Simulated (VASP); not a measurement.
Wanted: the native input for a VASP 6.6.1 run.

| Quantity | Value |
| --- | --- |
| Task | single point |
| Functional | revPBE |
| Potentials or basis | VASP PAW PBE potentials, release 64 (Sb) |
| Cutoff | 520 eV |
| k mesh | 13 × 13 × 13 |
| Occupations | fermi-dirac, width 0.1 eV |
| Spin | no spin polarisation |
| Dipole correction | no |
| Further INCAR settings | ALGO = Normal; EDIFF = 1e-06; NBANDS = 8 |

The structure of Sb lies in POSCAR:

```
Sb
1.0
   -1.8801112891      1.8801112891      1.8801112891
    1.8801112891     -1.8801112891      1.8801112891
    1.8801112891      1.8801112891     -1.8801112891
Sb
1
Direct
    0.0000000000      0.0000000000      0.0000000000
```

This cell differs from its parent crystal: volume scaled by 0.96.

These files were run (other wordings do the same):

INCAR

```
PREC     = Accurate       # precision mode
ENCUT    = 520            # plane-wave cutoff, eV
EDIFF    = 1E-6           # SCF threshold, eV
ISMEAR   = -1             # smearing method
SIGMA    = 0.1            # smearing width, eV
LREAL    = False          # projectors in reciprocal space
LASPH    = True           # aspherical terms in the spheres
NELM     = 80             # most SCF steps
ALGO     = Normal         # electronic algorithm
ISIF     = 2              # what is computed and relaxed
LWAVE    = False          # write WAVECAR
LCHARG   = True           # write CHGCAR
GGA      = RE             # functional
LELF     = True           # ELF
LVHAR    = True         
NBANDS   = 8              # bands
```

KPOINTS

```
Automatic mesh
0
Gamma
  13 13 13
```

Potentials or basis: VASP PAW PBE potentials, release 64 (Sb).

Command:

```sh
$ cat potpaw_PBE.64/Sb/POTCAR > POTCAR
$ mpirun -np 1 vasp_std > vasp.out
```

It gave:

```
Pressure : 2.2 GPa
```

Caveat: the PAW data sets were made with another functional, which shifts forces and pressure a little.

Run time: 13 s on 1 thread of AMD EPYC 7R43 64-Core Processor (Zen 3), on a shared host, peak memory 0.11 GiB.
